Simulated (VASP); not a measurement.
Write the native input for VASP 6.6.1 that does the following.

| Quantity | Value |
| --- | --- |
| Task | relaxation of cell and atoms |
| Functional | PBEsol |
| Potentials or basis | VASP PAW PBE potentials, release 64 (Si) |
| Cutoff | 600 eV |
| k mesh | 12 × 12 × 12 |
| Occupations | gaussian, width 0.02 eV |
| Spin | no spin polarisation |
| Dipole correction | no |
| Further INCAR settings | ALGO = Normal; EDIFF = 1e-07; IBRION = 2; EDIFFG = -0.005; NSW = 100; ISIF = 3 |

The structure of Si lies in POSCAR:

```
Si
1.0
    0.0000000000      2.7169171024      2.7169171024
    2.7169171024      0.0000000000      2.7169171024
    2.7169171024      2.7169171024      0.0000000000
Si
2
Direct
    0.7500000000      0.7500000000      0.7500000000
    0.5000000000      0.5000000000      0.5000000000
```

These files were run (other wordings do the same):

INCAR

```
PREC     = Accurate       # precision mode
ENCUT    = 600            # plane-wave cutoff, eV
EDIFF    = 1E-7           # SCF threshold, eV
ISMEAR   = 0              # smearing method
SIGMA    = 0.02           # smearing width, eV
LREAL    = F              # projectors in reciprocal space
LASPH    = T              # aspherical terms in the spheres
NELM     = 80             # most SCF steps
ALGO     = Normal         # electronic algorithm
ISIF     = 3              # what is computed and relaxed
LWAVE    = F              # write WAVECAR
LCHARG   = F              # write CHGCAR
GGA      = PS             # functional
IBRION   = 2              # ionic algorithm
NSW      = 100            # ionic steps
EDIFFG   = -0.005         # ionic threshold
```

KPOINTS

```
regular mesh
0
Gamma
  12 12 12
```

Potentials or basis: VASP PAW PBE potentials, release 64 (Si).

Run with:

```console
$ cat potpaw_PBE.64/Si/POTCAR > POTCAR
$ mpirun -np 1 vasp_std > vasp.out
```

Results of the run:

| Property | Result |
| --- | --- |
| Relaxed volume | 20.08 Å³/atom |
| Relaxed cell | a = 3.844 Å, b = 3.844 Å, c = 3.844 Å, α = 60.00°, β = 60.00°, γ = 60.00° |
| Space group after relaxing (to 0.05 Å) | Fd-3m (No. 227) |
| Energy gained by relaxing | 0.0 meV/atom |
| Ionic steps | 3 |
| Pressure after relaxing | 0.0 GPa |
| Band gap on the k mesh | 0.46 eV, indirect (least direct gap 2.52 eV) |

Caveat: the PAW data sets were made with another functional, which shifts forces and pressure a little.

Run time: 52 s on 1 thread of Intel(R) Xeon(R) Platinum 8259CL CPU @ 2.50GHz (Skylake/Cascade Lake), with other jobs on the host, peak memory 0.17 GiB.
